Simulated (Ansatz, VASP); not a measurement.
CaSe: VASP beside Ansatz

```
Ca Se
1.0
     0.00000    2.96754    2.96754
     2.96754    0.00000    2.96754
     2.96754    2.96754    0.00000
Ca Se
1 1
Direct
  0.00000 0.00000 0.00000
  0.50000 0.50000 0.50000
```

Alike in both runs: task single point; functional HSE06; k mesh 4 × 4 × 4; no spin polarisation.

|  | VASP | Ansatz |
| --- | --- | --- |
| version | VASP 6.6.1 | Ansatz 0.2.0 |
| potentials or method | VASP PAW PBE potentials, release 64 (Ca_sv, Se) | plane waves, PAW |
| plane-wave cutoff (eV) | 520 | 420 |
| occupations | gaussian, width 0.01 eV | fixed |
| valence electrons in the cell | 16 | 26 |

|  | VASP | Ansatz | Ansatz less VASP |
| --- | --- | --- | --- |
| gap on the k mesh at the Fermi level (eV) | 3.01 | 3.00 | -0.010 |
| pressure (GPa) | 0.3 | 0.3 | -0.06 |

VASP's potentials hold 16 valence electrons a cell and Ansatz's 26, so a difference there can come from the potentials and not from the codes. Ansatz's warnings: stress exchange threshold loose, stress scf threshold loose.

The k mesh is coarse, so the values compare programs but aren't converged.
